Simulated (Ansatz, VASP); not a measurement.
# Pb: VASP beside Ansatz

The input INCAR:

```
SYSTEM = Pb
PREC = Accurate
ENCUT = 520
EDIFF = 1E-7
ISMEAR = -1
SIGMA = 0.05
LREAL = .False.
LASPH = .True.
NELM = 100
ALGO = Fast
ISIF = 2
LWAVE = .False.
LCHARG = .False.
GGA = CA
NBANDS = 21
```

KPOINTS

```
regular mesh
0
Gamma
  9 9 5
  0 0 0
```

POSCAR

```
Pb
1.0
    3.0982024693     -1.7846486746      0.0000000000
    3.0982024693      1.7846486746      0.0000000000
   -2.1569528306      0.0000000000      6.2147694303
Pb
2
Direct
    0.9085084100      0.9085084100      0.7262922000
    0.0914915900      0.0914915900      0.2737078000
```

input.yaml

```yaml
crystal:
  lattice:
    - [3.0982024693, -1.7846486746, 0.0]
    - [3.0982024693, 1.7846486746, 0.0]
    - [-2.1569528306, 0.0, 6.2147694303]
  atoms:
    - { symbol: Pb, position: [0.90850841, 0.90850841, 0.7262922] }
    - { symbol: Pb, position: [0.09149159, 0.09149159, 0.2737078] }
hamiltonian:
  xc: lda
  pseudopotentials: { kind: paw }
kpoints:
  mp_grid: { grid: [9, 9, 5] }
scf:
  occupations: { method: fermi_dirac, width: 0.05 }
output:
  forces: true
  stress: true
  eigenvalues: true
  write_density: true
  write_potential: true
  elf: true
  volumetric_format: npy
```

Alike in both runs: task single point; functional LDA; k mesh 9 × 9 × 5; occupations fermi-dirac, width 0.05 eV; no spin polarisation.

```csv
,VASP,Ansatz
version,VASP 6.6.1,Ansatz 0.2.0
potentials or method,"VASP PAW LDA potentials, release 64 (Pb_d)",Ansatz PAW
plane-wave cutoff (eV),520,420
valence electrons in the cell,28,28
```

Ansatz gave:

- gap on the k mesh at the Fermi level (eV): none
- pressure (GPa): -4.9
- traceless stress, the component that is largest in VASP (GPa): -0.14
- rms of the force components (eV/Å): 0.152

Task: What did VASP give for the same quantities?

Result: gap on the k mesh at the Fermi level (eV): none; pressure (GPa): -4.9; traceless stress, the component that is largest in VASP (GPa): -0.14; rms of the force components (eV/Å): 0.149.

LDA's correlation is that of Perdew and Zunger in VASP and of Perdew and Wang (1992) in Ansatz. Atom by atom the forces differ by 0.003 eV/Å (rms over components). A gap of «none» marks a metal or a gap that the smearing closes.

Neither program's run includes spin-orbit coupling.
